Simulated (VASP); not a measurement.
Input of a VASP 6.6.1 run:

Contents of INCAR:

```
SYSTEM = CuO
ALGO = Normal
EDIFF = 1E-6
ENCUT = 520
GGA = PS
ISIF = 2
ISMEAR = 0
LASPH = .True.
LCHARG = .True.
LELF = .True.
LREAL = .False.
LVHAR = .True.
LWAVE = .False.
NBANDS = 25
NELM = 100
PREC = Accurate
SIGMA = 0.1
```

KPOINTS

```
k-points
0
Gamma
  14 14 8
  0 0 0
```

Contents of POSCAR:

```
CuO
1.0
    2.8940161960     -0.0154640942     -0.0039741740
    0.0238068146      2.8939275686     -0.0039498795
    0.0103467866      0.0102358281      5.0923891458
Cu O
2 2
Direct
    0.5000000000      0.0000000000      0.5000000000
    0.0000000000      0.5000000000      0.0000000000
    0.0002557522      0.9997386879      0.2500003705
    0.9997442478      0.0002613121      0.7499996295
```

Potentials or basis: VASP PAW PBE potentials, release 64 (Cu, O).

The run is started by

```console
$ cat potpaw_PBE.64/Cu/POTCAR potpaw_PBE.64/O/POTCAR > POTCAR
$ mpirun -np 1 vasp_std > vasp.out
```

Estimate the band gap on the k mesh.

zero (band 17 reaches 5.92 eV, above the bottom of band 18 at 4.71 eV).

Predict the pressure.

0.8 GPa.

Stress tensor (GPa, compression positive):
```
 0.61 -0.02  0.00
-0.02  0.61  0.00
 0.00  0.00  1.06
```

Caveat: the PAW data sets were made with another functional, which shifts forces and pressure a little; semilocal functionals often make such compounds metallic where correlation or magnetic order opens a gap, which also shifts bond lengths. With open d or f shells a metallic result of PBEsol can be an artefact of self-interaction; +U or a hybrid may open a gap.
